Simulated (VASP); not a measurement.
Set up this calculation in VASP 6.6.1, as the native input.

| Property | Result |
| --- | --- |
| Task | single point |
| Functional | PBE |
| Potentials or basis | VASP PAW PBE potentials, release 64 (Sn_d, Te) |
| Cutoff | 520 eV |
| k mesh | 8 × 8 × 8 |
| Occupations | fermi-dirac, width 0.02 eV |
| Spin | no spin polarisation |
| Dipole correction | no |
| Further INCAR settings | ALGO = Normal; EDIFF = 1e-06; NBANDS = 17 |

The structure of SnTe lies in POSCAR:

```
SnTe
1.0
    0.0000000000      3.1574370420      3.1574370420
    3.1574370420      0.0000000000      3.1574370420
    3.1574370420      3.1574370420      0.0000000000
Sn Te
1 1
Direct
    0.0000000000      0.0000000000      0.0000000000
    0.5000000000      0.5000000000      0.5000000000
```

This cell differs from its parent crystal: strain -1.0%.

These files were run (other wordings do the same):

INCAR

```
PREC = Accurate
ENCUT = 520
EDIFF = 1E-6
ISMEAR = -1
SIGMA = 0.02
LREAL = F
LASPH = T
NELM = 80
ALGO = Normal
ISIF = 2
LWAVE = F
LCHARG = T
GGA = PE
LELF = T
LVHAR = T
NBANDS = 17
```

KPOINTS

```
Automatic mesh
0
Gamma
  8 8 8
```

Potentials or basis: VASP PAW PBE potentials, release 64 (Sn_d, Te).

The run is started by

```sh
$ cat potpaw_PBE.64/Sn_d/POTCAR potpaw_PBE.64/Te/POTCAR > POTCAR
$ mpirun -np 1 vasp_std > vasp.out
```

It gave:

```yaml
Pressure: 1.9 GPa
Band_gap_on_the_k_mesh: 0.08 eV
```

Caveat: the cell differs from its parent crystal (strain -1.0%); spin-orbit coupling is left out, which moves the levels of the heavy elements.

It took 30 s on 1 thread of Intel(R) Xeon(R) Platinum 8488C (Sapphire Rapids), with other jobs on the host, peak memory 0.21 GiB.
